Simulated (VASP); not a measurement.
# TiCo (Pm-3m) in VASP: settings compared

The runs below take TiCo through single point, with PBE, revPBE, LDA.

All numbers are computed with VASP 6.6.1; they aren't measurements. Logs are shortened: lines on timing, memory, paths and dates and some standing lists are left out, and cuts for length are marked.

## (1) The cell of the first run

It takes space group Pm-3m (No. 221, cubic). The conventional cell has a = 2.986 Å, b = 2.986 Å, c = 2.986 Å, α = 90.00°, β = 90.00°, γ = 90.00°. Within 3.4 Å of Ti (site symmetry m-3m) lie 8 Co at 2.59 Å and 6 Ti at 2.99 Å. Within 3.4 Å of Co (site symmetry m-3m) lie 8 Ti at 2.59 Å and 6 Co at 2.99 Å.

## (2) Single point, PBE, collinear spin, ferromagnetic start

Contents of INCAR:

```
  PREC = Accurate
  ENCUT = 520
  EDIFF = 1E-6
  ISMEAR = 0
  SIGMA = 0.1
  LREAL = F
  LASPH = T
  NELM = 150
  ALGO = Fast
  ISIF = 2
  LWAVE = F
  LCHARG = F
  ISPIN = 2
  MAGMOM = 0 0.6
  LORBIT = 11
  LMAXMIX = 4
  GGA = PE
  NBANDS = 22
```

Contents of KPOINTS:

```
Automatic mesh
0
Gamma
  2 2 2
```

Contents of POSCAR:

```
TiCo
1.0
    2.9861109900      0.0000000000      0.0000000000
    0.0000000000      2.9861109900      0.0000000000
    0.0000000000      0.0000000000      2.9861109900
Ti Co
1 1
Direct
    0.9810000000      0.8100000000      0.8300000000
    1.4810000000      1.3100000000      1.3300000000
```

Potentials or basis: VASP PAW PBE potentials, release 64 (Ti_sv, Co).

Command:

```bash
$ cat potpaw_PBE.64/Ti_sv/POTCAR potpaw_PBE.64/Co/POTCAR > POTCAR
$ mpirun -np 1 vasp_std > vasp.out
```

OUTCAR:

```text
PREC = Accurate
   ENCUT = 520
   EDIFF = 1E-6
   ISMEAR = 0
   LREAL = F
   LASPH = T
   NELM = 150
   ISIF = 2
   ISPIN = 2
   LORBIT = 11
   GGA = PE

 ion  position               nearest neighbor table
   1  0.981  0.810  0.830-   2 2.59   2 2.59   2 2.59   2 2.59   2 2.59   2 2.59   2 2.59   2 2.59

   2  0.481  0.310  0.330-   1 2.59   1 2.59   1 2.59   1 2.59   1 2.59   1 2.59   1 2.59   1 2.59

  LATTYP: Found a simple cubic cell.
 ALAT       =     2.9861109900

  Lattice vectors:

 A1 = (   2.9861109900,   0.0000000000,   0.0000000000)
 A2 = (   0.0000000000,   2.9861109900,   0.0000000000)
 A3 = (   0.0000000000,   0.0000000000,   2.9861109900)

Analysis of symmetry for initial positions (statically):
=====================================================================
 Subroutine PRICEL returns:
 Original cell was already a primitive cell.

 Routine SETGRP: Setting up the symmetry group for a
 simple cubic supercell.

 Subroutine GETGRP returns: Found 48 space group operations
 (whereof  1 operations were pure point group operations)
 out of a pool of 48 trial point group operations.

The static configuration has the point symmetry C_1 .
 The point group associated with its full space group is O_h .

Analysis of symmetry for dynamics (positions and initial velocities):
=====================================================================
 Subroutine PRICEL returns:
 Original cell was already a primitive cell.

 Routine SETGRP: Setting up the symmetry group for a
 simple cubic supercell.

 Subroutine GETGRP returns: Found 48 space group operations
 (whereof  1 operations were pure point group operations)
 out of a pool of 48 trial point group operations.

The dynamic configuration has the point symmetry C_1 .
 The point group associated with its full space group is O_h .

Analysis of structural, dynamic, and magnetic symmetry:
=====================================================================
 Subroutine PRICEL returns:
 Original cell was already a primitive cell.

 Routine SETGRP: Setting up the symmetry group for a
 simple cubic supercell.

 Subroutine GETGRP returns: Found 48 space group operations
 (whereof  1 operations were pure point group operations)
 out of a pool of 48 trial point group operations.

The overall configuration has the point symmetry C_1 .
 The point group associated with its full space group is O_h .

 Subroutine INISYM returns: Found 48 space group operations
 (whereof  1 operations are pure point group operations),
 and found     1 'primitive' translations

----------------------------------------------------------------------------------------

                                     Primitive cell

  volume of cell :      26.6267

  direct lattice vectors                    reciprocal lattice vectors
     2.986110990  0.000000000  0.000000000     0.334883735  0.000000000  0.000000000
     0.000000000  2.986110990  0.000000000     0.000000000  0.334883735  0.000000000
     0.000000000  0.000000000  2.986110990     0.000000000  0.000000000  0.334883735

  length of vectors
     2.986110990  2.986110990  2.986110990     0.334883735  0.334883735  0.334883735

  position of ions in fractional coordinates (direct lattice)
     0.981000000  0.810000000  0.830000000
     0.481000000  0.310000000  0.330000000

  ion indices of the primitive-cell ions
   primitive index   ion index
                 1           1
                 2           2

----------------------------------------------------------------------------------------

 KPOINTS: Automatic mesh

Automatic generation of k-mesh.
 Grid dimensions read from file:
 generate k-points for:    2    2    2

 Generating k-lattice:

  Cartesian coordinates                     Fractional coordinates (reciprocal lattice)
     0.167441867  0.000000000  0.000000000     0.500000000  0.000000000  0.000000000
     0.000000000  0.167441867  0.000000000     0.000000000  0.500000000  0.000000000
     0.000000000  0.000000000  0.167441867     0.000000000  0.000000000  0.500000000

  Length of vectors
     0.167441867  0.167441867  0.167441867

  Shift w.r.t. Gamma in fractional coordinates (k-lattice)
     0.000000000  0.000000000  0.000000000

 Subroutine IBZKPT returns following result:
 ===========================================

 Found      4 irreducible k-points:

 Following reciprocal coordinates:
            Coordinates               Weight
  0.000000  0.000000  0.000000      1.000000
  0.500000  0.000000  0.000000      3.000000
  0.500000  0.500000  0.000000      3.000000
  0.500000  0.500000  0.500000      1.000000
   k-points           NKPTS =      4   k-points in BZ     NKDIM =      4   number of bands    NBANDS=     22
   number of dos      NEDOS =    301   number of ions     NIONS =      2
   total plane-waves  NPLWV =  13824
   dimension x,y,z NGX =    24 NGY =   24 NGZ =   24
   dimension x,y,z NGXF=    48 NGYF=   48 NGZF=   48
   ions per type =               1   1
   NGX,Y,Z   is equivalent  to a cutoff of  13.36, 13.36, 13.36 a.u.
   NGXF,Y,Z  is equivalent  to a cutoff of  26.72, 26.72, 26.72 a.u.
 SYSTEM =  unknown system
   PREC   = accura    normal or accurate (medium, high low for compatibility)
   ISTART =      0    job   : 0-new  1-cont  2-samecut
   ICHARG =      2    charge: 1-file 2-atom 10-const
   ISPIN  =      2    spin polarized calculation?
   LNONCOLLINEAR =      F non collinear calculations
   LSORBIT =      F    spin-orbit coupling
   LASPH  =      T    aspherical Exc in radial PAW
   ENCUT  =  520.0 eV  38.22 Ry    6.18 a.u.   5.55  5.55  5.55*2*pi/ulx,y,z
   NELM   =    150;   NELMIN=  2; NELMDL= -5     # of ELM steps
   EDIFF  = 0.1E-05   stopping-criterion for ELM
   LREAL  =      F    real-space projection
   EDIFFG = 0.1E-04   stopping-criterion for IOM
   NSW    =      0    number of steps for IOM
   IBRION =     -1    ionic relax: 0-MD 1-quasi-New 2-CG
   NFREE  =      0    steps in history (QN), initial steepest desc. (CG)
   ISIF   =      2    stress and relaxation
   ISYM   =      2    0-nonsym 1-usesym 2-fastsym
   POTIM  = 0.5000    time-step for ionic-motion
   TEBEG  =    0.0;   TEEND  =   0.0 temperature during run
   PSTRESS=    0.0 pullay stress
   NELECT =      21.0000    total number of electrons
   NUPDOWN=      -1.0000    fix difference up-down
   EMIN   =  10.00;   EMAX   =-10.00  energy-range for DOS
   EFERMI =   0.00;   METHOD = LEGACY
   ISMEAR =     0;   SIGMA  =   0.10  broadening in eV -4-tet -1-fermi 0-gaus
   EFERMI_NEDOS =   21; number of points for ismear=-14 and -15
   IALGO  =     68    algorithm
   IMIX   =      4    mixing-type and parameters
     AMIX     =   0.40;   BMIX     =  1.00
     AMIX_MAG =   1.60;   BMIX_MAG =  1.00
  volume/ion in A,a.u.               =      13.31        89.84
  Fermi-wavevector in a.u.,A,eV,Ry     =   1.512546  2.858298 31.127355  2.287796
  Thomas-Fermi vector in A             =   2.622456
   LORBIT       =     11    0 simple, 1 ext, 2 COOP (PROOUT), +10 PAW based schemes
   GGA     = PE    functional components
   LHFCALC =     F    Hartree Fock is set to
   AEXX    =    0.0000 exact exchange contribution
   IVDW    =     0    specifies the selected vdW correction
   LEPSILON=     F    determine dielectric tensor
   LRPA    =     F    only Hartree local field effects (RPA)
 spin polarized calculation
 RMM-DIIS sequential band-by-band and
 Gauss-broadening in eV      SIGMA  =   0.10
  energy-cutoff  :      520.00
  volume of cell :       26.63
 maximum number of plane-waves:       739
 NGX is ok and might be reduce to    24
   NGX = 11   NGY = 11   NGZ = 11

 number of electron      20.9999988 magnetization       1.7505450

 Free energy of the ion-electron system (eV)
  ---------------------------------------------------
  ext. energy  EPLUGINS =         0.00000000
  ---------------------------------------------------
  free energy    TOTEN  =       -14.78561728 eV

  energy without entropy =      -14.76387943  energy(sigma->0) =      -14.77474836

 E-fermi :  10.3285     XC(G=0): -12.5393

 val. band max:        9.3941220680   @ k =   0.5000   0.0000   0.0000
 cond. band min:      10.3292573547   @ k =   0.5000   0.5000   0.0000
 fundamental gap:      0.9351352867
 Fermi energy:        10.3285061477

 spin component 1

 k-point     1 :       0.0000    0.0000    0.0000
  band No.  band energies     occupation
      1     -46.8545      1.00000
      2     -22.9616      1.00000
      3     -22.9616      1.00000
      4     -22.9616      1.00000
      5       2.0136      1.00000
      6       5.5757      1.00000
[... 14 lines left out ...]
     21      29.1337      0.00000
     22      30.6305      0.00000
[... 51 lines left out ...]
 k-point     4 :       0.5000    0.5000    0.5000
  band No.  band energies     occupation
      1     -46.7627      1.00000
      2     -23.1919      1.00000
      3     -23.1919      1.00000
      4     -23.1919      1.00000
      5       7.1510      1.00000
      6       7.1510      1.00000
[... 14 lines left out ...]
     21      19.6797      0.00000
     22      23.6472      0.00000
 Fermi energy:        10.3285061477

 spin component 2

 k-point     1 :       0.0000    0.0000    0.0000
  band No.  band energies     occupation
      1     -46.8769      1.00000
      2     -22.9889      1.00000
      3     -22.9889      1.00000
      4     -22.9889      1.00000
      5       2.4756      1.00000
      6       6.8347      1.00000
[... 14 lines left out ...]
     21      29.6553      0.00000
     22      31.0081      0.00000
[... 52 lines left out ...]
  band No.  band energies     occupation
      1     -46.7858      1.00000
      2     -23.2171      1.00000
      3     -23.2171      1.00000
      4     -23.2171      1.00000
      5       7.9154      1.00000
      6       7.9154      1.00000
[... 14 lines left out ...]
     21      20.0383      0.00000
     22      23.7572      0.00000

------------------------ aborting loop because EDIFF is reached ----------------------------------------

  FORCE on cell =-STRESS in cart. coord.  units (eV):
  Direction    XX          YY          ZZ          XY          YZ          ZX
  --------------------------------------------------------------------------------------
  -------------------------------------------------------------------------------------
  Total        0.7594877      0.7594877      0.7594877      0.0000000      0.0000000      0.0000000
  in kB       45.6997171     45.6997171     45.6997171      0.0000000      0.0000000      0.0000000
  external PRESSURE =      45.6997171 kB  Pullay stress =       0.0000000 kB

 VOLUME and BASIS-vectors are now :
 -----------------------------------------------------------------------------
  energy-cutoff  :      520.00
  volume of cell :       26.63
      direct lattice vectors                 reciprocal lattice vectors
     2.986110990  0.000000000  0.000000000     0.334883735  0.000000000  0.000000000
     0.000000000  2.986110990  0.000000000     0.000000000  0.334883735  0.000000000
     0.000000000  0.000000000  2.986110990     0.000000000  0.000000000  0.334883735

 POSITION                                       TOTAL-FORCE (eV/Angst)
 -----------------------------------------------------------------------------------
      2.92937      2.41875      2.47847         0.000000      0.000000      0.000000
      1.43632      0.92569      0.98542         0.000000      0.000000      0.000000
 -----------------------------------------------------------------------------------
    total drift:                               -0.000024      0.000032      0.000039

  FREE ENERGIE OF THE ION-ELECTRON SYSTEM (eV)
  ---------------------------------------------------
  free  energy   TOTEN  =       -14.7856172764 eV

  energy  without entropy=      -14.7638794339  energy(sigma->0) =      -14.77474836

 total charge

# of ion       s       p       d       tot
------------------------------------------
    1        2.242   6.139   1.968  10.349
    2        0.528   0.411   7.342   8.281
--------------------------------------------------
tot          2.770   6.550   9.310  18.630

 magnetization (x)

# of ion       s       p       d       tot
------------------------------------------
    1       -0.005   0.075  -0.070   0.001
    2        0.066   0.125   1.352   1.543
--------------------------------------------------
tot          0.061   0.200   1.282   1.543
```

Wall time 6.8 s (1 thread of Intel Xeon 6975P-C (Granite Rapids), shared host); peak memory 0.14 GiB.

Results:

```
Free energy                                           : -14.7856 eV
Pressure                                              : 4.6 GPa
Net moment                                            : 1.75 μB per cell
Site moments                                          : Ti +0.00; Co +1.54 μB
Valence electrons inside the program's atomic spheres : Ti 10.35; Co 8.28
```

Caveat: the k points lie up to 1.05 Å⁻¹ apart.

## (3) Single point, revPBE, collinear spin, ferromagnetic start

Contents of INCAR:

```
SYSTEM = TiCo
  PREC = Accurate
  ENCUT = 520
  EDIFF = 1E-6
  ISMEAR = 0
  SIGMA = 0.1
  LREAL = .FALSE.
  LASPH = .TRUE.
  NELM = 150
  ALGO = Fast
  ISIF = 2
  LWAVE = .FALSE.
  LCHARG = .FALSE.
  ISPIN = 2
  MAGMOM = 0 0.6
  LORBIT = 11
  LMAXMIX = 4
  GGA = RE
  NBANDS = 22
```

Contents of KPOINTS:

```
Automatic mesh
0
G
  6 6 6
  0 0 0
```

Contents of POSCAR:

```
TiCo
1.0
    2.9861109900      0.0000000000      0.0000000000
    0.0000000000      2.9861109900      0.0000000000
    0.0000000000      0.0000000000      2.9861109900
Ti Co
1 1
Direct
    0.0000000000      0.0000000000      0.0000000000
    0.5000000000      0.5000000000      0.5000000000
```

Potentials or basis: VASP PAW PBE potentials, release 64 (Ti_sv, Co).

Command:

```bash
$ cat potpaw_PBE.64/Ti_sv/POTCAR potpaw_PBE.64/Co/POTCAR > POTCAR
$ mpirun -np 1 vasp_std > vasp.out
```

OUTCAR:

```text
SYSTEM = TiCo
   PREC = Accurate
   ENCUT = 520
   EDIFF = 1E-6
   ISMEAR = 0
   LREAL = .FALSE.
   LASPH = .TRUE.
   NELM = 150
   ISIF = 2
   ISPIN = 2
   LORBIT = 11
   GGA = RE

 ion  position               nearest neighbor table
   1  0.000  0.000  0.000-   2 2.59   2 2.59   2 2.59   2 2.59   2 2.59   2 2.59   2 2.59   2 2.59

   2  0.500  0.500  0.500-   1 2.59   1 2.59   1 2.59   1 2.59   1 2.59   1 2.59   1 2.59   1 2.59

  LATTYP: Found a simple cubic cell.
 ALAT       =     2.9861109900

  Lattice vectors:

 A1 = (   2.9861109900,   0.0000000000,   0.0000000000)
 A2 = (   0.0000000000,   2.9861109900,   0.0000000000)
 A3 = (   0.0000000000,   0.0000000000,   2.9861109900)
[... 1209 lines left out ...]
 -----------------------------------------------------------------------------
  energy-cutoff  :      520.00
  volume of cell :       26.63
      direct lattice vectors                 reciprocal lattice vectors
     2.986110990  0.000000000  0.000000000     0.334883735  0.000000000  0.000000000
     0.000000000  2.986110990  0.000000000     0.000000000  0.334883735  0.000000000
     0.000000000  0.000000000  2.986110990     0.000000000  0.000000000  0.334883735

 POSITION                                       TOTAL-FORCE (eV/Angst)
 -----------------------------------------------------------------------------------
      0.00000      0.00000      0.00000         0.000000      0.000000      0.000000
      1.49306      1.49306      1.49306         0.000000      0.000000      0.000000
 -----------------------------------------------------------------------------------
    total drift:                                0.000000      0.000000     -0.000000

  FREE ENERGIE OF THE ION-ELECTRON SYSTEM (eV)
  ---------------------------------------------------
  free  energy   TOTEN  =       -14.9091052681 eV

  energy  without entropy=      -14.8976937465  energy(sigma->0) =      -14.90339951

 total charge

# of ion       s       p       d       tot
------------------------------------------
    1        2.245   6.181   1.845  10.270
    2        0.520   0.453   7.327   8.300
--------------------------------------------------
tot          2.765   6.633   9.172  18.570

 magnetization (x)

# of ion       s       p       d       tot
------------------------------------------
    1       -0.004  -0.011  -0.085  -0.100
    2        0.018  -0.011   0.551   0.558
--------------------------------------------------
tot          0.014  -0.023   0.467   0.458
```

OSZICAR:

```text
N       E                     dE             d eps       ncg     rms          rms(c)
DAV:   1     0.163424207797E+03    0.16342E+03   -0.97835E+03  1792   0.119E+03
DAV:   2    -0.691012940300E+01   -0.17033E+03   -0.16224E+03  1772   0.301E+02
DAV:   3    -0.169154542155E+02   -0.10005E+02   -0.98415E+01  2208   0.776E+01
[... 10 lines left out ...]
RMM:  14    -0.149090876368E+02   -0.26677E-04   -0.47568E-04  2459   0.136E-01    0.740E-02
RMM:  15    -0.149090910887E+02   -0.34519E-05   -0.10448E-04  2539   0.548E-02    0.420E-02
RMM:  16    -0.149090842059E+02    0.68828E-05   -0.28594E-05  2399   0.298E-02    0.274E-02
RMM:  17    -0.149091037874E+02   -0.19582E-04   -0.20132E-05  2117   0.305E-02    0.128E-02
RMM:  18    -0.149091047908E+02   -0.10033E-05   -0.41846E-06  1968   0.117E-02    0.883E-03
RMM:  19    -0.149091052681E+02   -0.47735E-06   -0.14818E-06  1540   0.753E-03
   1 F= -.14909105E+02 E0= -.14903400E+02  d E =-.114115E-01  mag=     0.4015
```

stdout:

```text
POSCAR found type information on POSCAR TiCo
 POSCAR found :  2 types and       2 ions
 scaLAPACK will be used
 -----------------------------------------------------------------------------
|                                                                             |
|                                                                             |
|     You enforced a specific xc type in the INCAR file but a different       |
|     I HOPE YOU KNOW WHAT YOU ARE DOING!                                     |
|                                                                             |
 -----------------------------------------------------------------------------

 LDA part: xc-table for (Slater+PW92), standard interpolation
 POSCAR, INCAR and KPOINTS ok, starting setup
 FFT: planning ... GRIDC
 FFT: planning ... GRID_SOFT
 FFT: planning ... GRID
 WAVECAR not read
 entering main loop
```

Run time: 18 s. Hardware: 1 thread of Intel Xeon 6975P-C (Granite Rapids), shared host; peak memory 0.15 GiB.

What came out:

* Free energy: -14.9091 eV
* Pressure: 0.9 GPa
* Net moment: 0.40 μB per cell
* Site moments: Ti -0.10; Co +0.56 μB
* Valence electrons inside the program's atomic spheres: Ti 10.27; Co 8.30

Caveat: the PAW data sets were made with another functional, which shifts forces and pressure a little.

[end of part 1 of 2]
